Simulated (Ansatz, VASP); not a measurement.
**Two plane-wave programs on Mo6CO**

Contents of INCAR:

```
PREC = Accurate
ENCUT = 520
EDIFF = 1E-6
ISMEAR = 0
SIGMA = 0.1
LREAL = False
LASPH = True
NELM = 60
ALGO = Normal
ISIF = 2
LWAVE = False
LCHARG = False
LDIPOL = True
IDIPOL = 3
DIPOL = 0.5 0.5 0.323
GGA = PE
NBANDS = 57
```

The input KPOINTS:

```
Automatic mesh
0
Gamma
  6 6 1
```

Contents of POSCAR:

```
Mo6CO
1.0
    4.4695765303      0.0000000000      0.0000000000
   -2.2347882651      3.8707668194      0.0000000000
    0.0000000000      0.0000000000     22.2595667262
Mo C O
6 1 1
Direct
    0.6666666667      0.3333333333      0.1796980170
    0.3333333333      0.6666666667      0.2206848206
    0.0000000000      0.0000000000      0.2616716241
    0.6666666667      0.3333333333      0.2990464568
    0.3333333333      0.6666666667      0.3355219825
    0.0000000000      0.0000000000      0.3710569405
    0.1666666667      0.3333333333      0.4438346374
    0.2964328752      0.5928657504      0.4698908498
```

Input for Ansatz:

```yaml
crystal:
  lattice:
    - [4.4695765303, 0.0, 0.0]
    - [-2.2347882651, 3.8707668194, 0.0]
    - [0.0, 0.0, 22.2595667262]
  atoms:
    - { symbol: Mo, position: [0.6666666667, 0.3333333333, 0.179698017] }
    - { symbol: Mo, position: [0.3333333333, 0.6666666667, 0.2206848206] }
    - { symbol: Mo, position: [0.0, 0.0, 0.2616716241] }
    - { symbol: Mo, position: [0.6666666667, 0.3333333333, 0.2990464568] }
    - { symbol: Mo, position: [0.3333333333, 0.6666666667, 0.3355219825] }
    - { symbol: Mo, position: [0.0, 0.0, 0.3710569405] }
    - { symbol: C, position: [0.1666666667, 0.3333333333, 0.4438346374] }
    - { symbol: O, position: [0.2964328752, 0.5928657504, 0.4698908498] }
basis:
  ecutwfc: 420
kpoints:
  mp_grid: { grid: [6, 6, 1] }
hamiltonian:
  xc: pbe
  pseudopotentials: { kind: paw, azcp: { folder: soft_1 } }
scf:
  occupations: { method: gaussian, width: 0.1 }
output:
  forces: true
  eigenvalues: true
efield:
  axis: 3
  dipole_correction: true
  ramp_width: 0.04
```

Alike in both runs: task single point; functional PBE; k mesh 6 × 6 × 1; occupations gaussian, width 0.1 eV; no spin polarisation.

|  | VASP | Ansatz |
| --- | --- | --- |
| version | VASP 6.6.1 | Ansatz 0.2.0 |
| potentials or method | VASP PAW PBE potentials, release 64 (Mo_sv, C, O), cutoff 520 eV | scalar-relativistic, plane waves, PAW |
| valence electrons in the cell | 94 | 94 |

Ansatz gave:

| Property | Result |
| --- | --- |
| gap on the k mesh at the Fermi level (eV) | 0.03 |
| least direct gap on the mesh (eV) | 0.09 |
| rms of the force components (eV/Å) | 0.890 |

Task: Estimate VASP's values.

Result: gap on the k mesh at the Fermi level (eV): 0.03; least direct gap on the mesh (eV): 0.09; rms of the force components (eV/Å): 0.986.

Atom by atom the forces differ by 0.229 eV/Å (rms over components). The functional is the same, so the differences come from potentials, cutoffs and numerics.

Noted on VASP's run: the standard files for N, O and F lose accuracy on very short bonds.
